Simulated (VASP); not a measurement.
Input of a VASP 6.6.1 run:

Contents of INCAR:

```
SYSTEM = Hf
PREC = Accurate
ENCUT = 520
EDIFF = 1E-6
ISMEAR = -1
SIGMA = 0.05
LREAL = .FALSE.
LASPH = .TRUE.
NELM = 80
ALGO = Normal
ISIF = 2
LWAVE = .FALSE.
LCHARG = .FALSE.
GGA = PE
NBANDS = 11
```

Contents of KPOINTS:

```
regular mesh
0
G
  14 14 14
  0 0 0
```

POSCAR

```
Hf
1.0
   -1.8169539908      1.8169539908      1.8169539908
    1.8169539908     -1.8169539908      1.8169539908
    1.8169539908      1.8169539908     -1.8169539908
Hf
1
Direct
    0.0000000000      0.0000000000      0.0000000000
```

Potentials or basis: VASP PAW PBE potentials, release 64 (Hf_pv).

Run with:

```bash
$ cat potpaw_PBE.64/Hf_pv/POTCAR > POTCAR
$ mpirun -np 1 vasp_std > vasp.out
```

Estimate the band gap on the k mesh.

zero (band 5 reaches 5.58 eV, above the bottom of band 6 at 3.40 eV).

What does it give for the pressure?

-6.8 GPa.

Caveat: spin-orbit coupling is left out, which moves the levels of the heavy elements.
